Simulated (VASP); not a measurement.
A run of VASP 6.6.1 is set up as follows.

POSCAR

```
Sb
1.0
    3.0881860139      0.0000000000      0.0000000000
    0.0000000000      3.0881860139      0.0000000000
    0.0000000000      0.0000000000      3.0881860139
Sb
1
Direct
    0.0000000000      0.0000000000      0.0000000000
```

Contents of INCAR.step1:

```
SYSTEM = Sb
PREC     = Accurate       ! precision mode
ENCUT    = 520            ! plane-wave cutoff, eV
ISMEAR   = 0              ! smearing method
SIGMA    = 0.1            ! smearing width, eV
LREAL    = .False.        ! projectors in reciprocal space
LASPH    = .True.         ! aspherical terms in the spheres
NELM     = 60             ! most SCF steps
NBANDS   = 8              ! bands
GGA      = PE             ! functional
ALGO     = Normal         ! electronic algorithm
EDIFF    = 1E-4           ! SCF threshold, eV
LWAVE    = .True.         ! write WAVECAR
LCHARG   = .False.        ! write CHGCAR
```

File INCAR.step2:

```
SYSTEM = Sb
PREC     = Accurate       ! precision mode
ENCUT    = 520            ! plane-wave cutoff, eV
EDIFF    = 1E-7           ! SCF threshold, eV
ISMEAR   = 0              ! smearing method
SIGMA    = 0.1            ! smearing width, eV
LREAL    = .False.        ! projectors in reciprocal space
LASPH    = .True.         ! aspherical terms in the spheres
NELM     = 60             ! most SCF steps
ALGO     = Normal         ! electronic algorithm
ISIF     = 2              ! what is computed and relaxed
LWAVE    = .False.        ! write WAVECAR
LCHARG   = .False.        ! write CHGCAR
METAGGA  = R2SCAN         ! meta-GGA
LMIXTAU  = .True.       
NBANDS   = 8              ! bands
ISTART   = 1
```

The input KPOINTS:

```
regular mesh
0
Gamma
  7 7 7
  0 0 0
```

Potentials or basis: VASP PAW PBE potentials, release 64 (Sb).

Command:

```console
$ cat potpaw_PBE.64/Sb/POTCAR > POTCAR
$ cp INCAR.step1 INCAR
$ mpirun -np 1 vasp_std > vasp.out
$ cp INCAR.step2 INCAR
$ mpirun -np 1 vasp_std > vasp.out
```

(1) Estimate the pressure.

## Answers

(1) 0.0 GPa.

Caveat: the PAW data sets were made with another functional, which shifts forces and pressure a little.
